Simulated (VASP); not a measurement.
A run of VASP 6.6.1 is set up as follows.

File INCAR:

```
SYSTEM = As7O
ALGO = Normal
EDIFF = 1E-7
ENCUT = 520
GGA = PE
ISIF = 2
ISMEAR = 0
LASPH = .True.
LCHARG = .False.
LREAL = .False.
LWAVE = .False.
NBANDS = 30
NELM = 100
PREC = Accurate
SIGMA = 0.1
```

KPOINTS

```
k-points
0
Gamma
  4 4 4
  0 0 0
```

File POSCAR:

```
As7O
1.0
    0.0000000000      4.2844668900      4.2844668900
    4.2844668900      0.0000000000      4.2844668900
    4.2844668900      4.2844668900      0.0000000000
As O
7 1
Direct
    0.5000000000      0.5000000000      0.5000000000
    0.0000000000      0.5000000000      0.0000000000
    0.5000000000      0.0000000000      0.0000000000
    0.0000000000      0.5000000000      0.5000000000
    0.5000000000      0.0000000000      0.5000000000
    0.0000000000      0.0000000000      0.5000000000
    0.5000000000      0.5000000000      0.0000000000
    0.0000000000      0.0000000000      0.0000000000
```

Potentials or basis: VASP PAW PBE potentials, release 64 (As, O).

The run is started by

```console
$ cat potpaw_PBE.64/As/POTCAR potpaw_PBE.64/O/POTCAR > POTCAR
$ mpirun -np 1 vasp_std > vasp.out
```

(1) What does it give for the pressure?

## Answers

(1) -7.4 GPa.

Caveat: an odd number of electrons without spin polarisation forces a metal; a magnetic or distorted state may lie lower.
